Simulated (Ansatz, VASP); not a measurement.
## Two plane-wave programs on LuZrBr6

```xyz
8
Lattice="7.3173 0.0000 0.0000 -3.6586 6.3370 0.0000 0.0000 0.0000 7.0761" Properties=species:S:1:pos:R:3 pbc="T T T"
Lu    0.0000    0.0000    0.0000
Zr    0.0000    0.0000    3.5381
Br    2.0837    0.0000    5.2554
Br   -1.0419    1.8046    5.2554
Br    2.6168    4.5324    5.2554
Br    2.0837    0.0000    1.8208
Br   -1.0419    1.8046    1.8208
Br    2.6168    4.5324    1.8208
```

Alike in both runs: functional PBE; k mesh 6 × 6 × 2; occupations gaussian, width 0.1 eV; no spin polarisation.

Ansatz relaxed the structure, and its values are those at the end. VASP's run is a single point on that final structure, the one shown.

```csv
,VASP,Ansatz
version,VASP 6.6.1,Ansatz 0.2.0
potentials or method,"VASP PAW PBE potentials, release 64 (Lu, Zr_sv, Br), cutoff 520 eV","scalar-relativistic, plane waves, PAW"
valence electrons in the cell,79,79
```

|  | VASP | Ansatz | Ansatz less VASP |
| --- | --- | --- | --- |
| gap on the k mesh at the Fermi level (eV) | none | none | - |
| pressure (GPa) | 0.1 | 0.1 | -0.05 |
| rms of the force components (eV/Å) | 0.014 | 0.004 | -0.0104 |

A gap of «none» marks a metal or a gap that the smearing closes. With one functional, cell and mesh, what is left measures potentials, basis and numerics.

The k mesh is coarse, so the values compare programs but aren't converged. Spin-orbit coupling is off throughout.
